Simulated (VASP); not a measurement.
Write the native input for VASP 6.6.1 that does the following.

- Task: single point
- Functional: PBE
- Potentials or basis: VASP PAW PBE potentials, release 64 (Fe, O)
- Cutoff: 600 eV
- k mesh: 4 × 4 × 4
- Occupations: fermi-dirac, width 0.05 eV
- Spin: collinear spin, ferromagnetic start
- Starting moments: [4.0, 0.0] μB
- Dipole correction: no
- Further INCAR settings: ALGO = Normal; EDIFF = 1e-06; NBANDS = 18

The structure of FeO lies in POSCAR:

```
FeO
1.0
    0.0000000000      2.1650000000      2.1650000000
    2.1650000000      0.0000000000      2.1650000000
    2.1650000000      2.1650000000      0.0000000000
Fe O
1 1
Direct
    0.0000000000      0.0000000000      0.0000000000
    0.5000000000      0.5000000000      0.5000000000
```

These files were run (other wordings do the same):

INCAR

```
SYSTEM = FeO
ALGO = Normal ; EDIFF = 1E-6
ENCUT = 600 ; GGA = PE
GGA_COMPAT = .FALSE. ; ISIF = 2
ISMEAR = -1 ; ISPIN = 2
LASPH = .TRUE. ; LCHARG = .FALSE.
LMAXMIX = 4 ; LORBIT = 11
LREAL = .FALSE. ; LWAVE = .FALSE.
MAGMOM = 4 0 ; NBANDS = 18
NELM = 200 ; PREC = Accurate
SIGMA = 0.05
```

KPOINTS

```
k-points
0
G
  4 4 4
  0 0 0
```

Potentials or basis: VASP PAW PBE potentials, release 64 (Fe, O).

The run is started by

```sh
$ cat potpaw_PBE.64/Fe/POTCAR potpaw_PBE.64/O/POTCAR > POTCAR
$ mpirun -np 1 vasp_std > vasp.out
```

Results of the run:

```json
{
  "Pressure": "-2.6 GPa",
  "Band gap on the k mesh": "zero (filled and empty bands overlap)",
  "Net moment": "4.01 μB per cell",
  "Site moments": "Fe +3.62; O +0.31 μB",
  "Valence electrons inside the program's atomic spheres": "Fe 6.71; O 4.98"
}
```

Caveat: the k points lie up to 0.63 Å⁻¹ apart; a cell with one magnetic atom can't hold antiferromagnetic order, which such compounds often take; semilocal functionals often make such compounds metallic where correlation or magnetic order opens a gap, which also shifts bond lengths.

It took 9.9 s on 1 thread of Intel(R) Xeon(R) 6975P-C (Granite Rapids) (shared host), peak memory 0.14 GiB.
